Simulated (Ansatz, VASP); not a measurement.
One calculation of Si, two programs

```
CELL_PARAMETERS angstrom
2.71837 0.00000 0.00000
-1.35919 2.35418 0.00000
0.00000 0.00000 4.48486
ATOMIC_POSITIONS crystal
Si 0.33333 0.66667 0.25000
Si 0.66667 0.33333 0.75000
```

Change from the starting cell: strain +0.030 along x and y, -0.015 along z, atoms carried along.

Alike in both runs: task single point; functional r2SCAN; k mesh 24 × 24 × 14; occupations gaussian, width 0.15 eV; no spin polarisation.

```csv
,VASP,Ansatz
version,VASP 6.6.1,Ansatz 0.2.0
potentials or method,"VASP PAW PBE potentials, release 64 (Si), cutoff 520 eV","scalar-relativistic, plane waves, PAW"
valence electrons in the cell,8,8
```

```tsv
	VASP	Ansatz	Ansatz less VASP
gap on the k mesh at the Fermi level (eV)	none	none	-
pressure (GPa)	-3.8	-3.9	-0.03
traceless stress, the component that is largest in VASP (GPa)	1.60	1.59	-0.010
```

VASP's potentials were made for PBE, not for r2SCAN. A gap of «none» marks a metal or a gap that the smearing closes.
